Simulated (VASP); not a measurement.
A run of VASP 6.6.1:

File INCAR:

```
SYSTEM = Os
PREC = Accurate ; ENCUT = 520
EDIFF = 1E-8 ; ISMEAR = -1
SIGMA = 0.05 ; LREAL = .False.
LASPH = .True. ; NELM = 60
ALGO = Normal ; ISIF = 2
LWAVE = .False. ; LCHARG = .False.
GGA = PE ; LEFG = .True.
NBANDS = 15
```

KPOINTS

```
Automatic mesh
0
Gamma
  15 15 9
  0 0 0
```

Contents of POSCAR:

```
Os
1.0
    2.7340999755     -0.0410114996     -0.0410114996
   -1.4025669883      2.3883057851     -0.0150112507
   -0.0647955000     -0.0647955000      4.3197000000
Os
2
Direct
    0.3333333333      0.6666666667      0.2500000000
    0.6666666667      0.3333333333      0.7500000000
```

Potentials or basis: VASP PAW PBE potentials, release 64 (Os).

Launch:

```bash
$ cat potpaw_PBE.64/Os/POTCAR > POTCAR
$ mpirun -np 1 vasp_std > vasp.out
```

Hardware: 1 thread of Intel(R) Xeon(R) 6975P-C (Granite Rapids), on a shared host.

Question: How long does it take, and how much memory?

Answer: Run time: 2.5 min on 1 thread of Intel(R) Xeon(R) 6975P-C (Granite Rapids) (shared host), peak memory 0.46 GiB. Counts: scf iterations 15, k points 1013.
